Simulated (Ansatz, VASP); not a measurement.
# W in VASP and in Ansatz

File INCAR:

```
PREC = Accurate
ENCUT = 520
EDIFF = 1E-6
ISMEAR = 0
SIGMA = 0.1
LREAL = False
LASPH = True
NELM = 60
ALGO = Normal
ISIF = 2
LWAVE = False
LCHARG = False
GGA = PS
NBANDS = 13
```

File KPOINTS:

```
regular mesh
0
Gamma
  8 8 8
```

The input POSCAR:

```
W
1.0
   -1.6222076645      1.6222076645      1.6222076645
    1.6222076645     -1.6222076645      1.6222076645
    1.6222076645      1.6222076645     -1.6222076645
W
1
Direct
    0.0000000000      0.0000000000      0.0000000000
```

Input for Ansatz:

```yaml
crystal:
  lattice:
    - [-1.6222076645, 1.6222076645, 1.6222076645]
    - [1.6222076645, -1.6222076645, 1.6222076645]
    - [1.6222076645, 1.6222076645, -1.6222076645]
  atoms:
    - { symbol: W, position: [0.0, 0.0, 0.0] }
basis:
  ecutwfc: 420
kpoints:
  mp_grid: { grid: [8, 8, 8] }
hamiltonian:
  xc: pbesol
scf:
  occupations: { method: gaussian, width: 0.1 }
output:
  forces: true
  stress: true
  eigenvalues: true
```

Alike in both runs: task single point; functional PBEsol; k mesh 8 × 8 × 8; occupations gaussian, width 0.1 eV; no spin polarisation.

```csv
,VASP,Ansatz
version,VASP 6.6.1,Ansatz 0.2.0
potentials or method,"VASP PAW PBE potentials, release 64 (W_sv), cutoff 520 eV","scalar-relativistic, plane waves, PAW"
valence electrons in the cell,14,14
```

Ansatz gave:

```
gap on the k mesh at the Fermi level (eV) : none
pressure (GPa)                            : -22.8
```

Question: Estimate VASP's values.

Answer: gap on the k mesh at the Fermi level (eV): none; pressure (GPa): -22.5.

VASP's potentials were made for PBE, not for PBEsol. A gap of «none» marks a metal or a gap that the smearing closes. The functional is the same, so the differences come from potentials, cutoffs and numerics.

Spin-orbit coupling is off throughout.
